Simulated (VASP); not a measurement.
## AlNi: single point with r2SCAN

AlNi:

```
Al Ni
1.0
     2.02026   -2.02026    0.00000
     2.02026    2.02026    0.00000
     0.00000    0.00000    2.84653
Al Ni
1 1
Cartesian
  0.0000 0.0000 0.0000
  2.0203 0.0000 1.4233
```

```json
{"Program": "VASP 6.6.1", "Task": "single point", "Functional": "r2SCAN", "Potentials or basis": "VASP PAW PBE potentials, release 64 (Al, Ni)", "Cutoff": "660 eV", "k mesh": "11 × 11 × 10", "Occupations": "fermi-dirac, width 0.15 eV", "Spin": "collinear spin, ferromagnetic start", "Starting moments": "[0.0, 2.0] μB"}
```

```json
{"Pressure": "1.7 GPa", "Net moment": "0.00 μB per cell", "Valence electrons inside the program's atomic spheres": "Al 0.82; Ni 9.56"}
```

Levels at points of the mesh, in eV from the Fermi level:
Spin up:
```
           k point  band 5  band 6  band 7  band 8  band 9  band 10
(0.00, 0.00, 0.00)   -1.69   -1.69    5.96    5.96    6.11     8.46
(0.00, 0.00, 0.50)   -2.45   -1.60   -0.67    8.67   10.66    10.66
```
Spin down:
| k point | band 4 | band 5 | band 6 | band 7 | band 8 | band 9 | band 10 | band 11 |
| --- | --- | --- | --- | --- | --- | --- | --- | --- |
| (0.00, 0.00, 0.00) | -1.69 | -1.69 | -1.69 | 5.96 | 5.96 | 6.11 | 8.46 | 8.49 |
| (0.00, 0.00, 0.50) | -2.45 | -2.45 | -1.60 | -0.67 | 8.67 | 10.66 | 10.66 | 11.89 |

It took 120 s on 1 thread of Intel(R) Xeon(R) 6975P-C (Granite Rapids), on a shared host, peak memory 0.23 GiB.

Caveat: the moments typed at the start vanished in this run; the PAW data sets were made with another functional, which shifts forces and pressure a little.
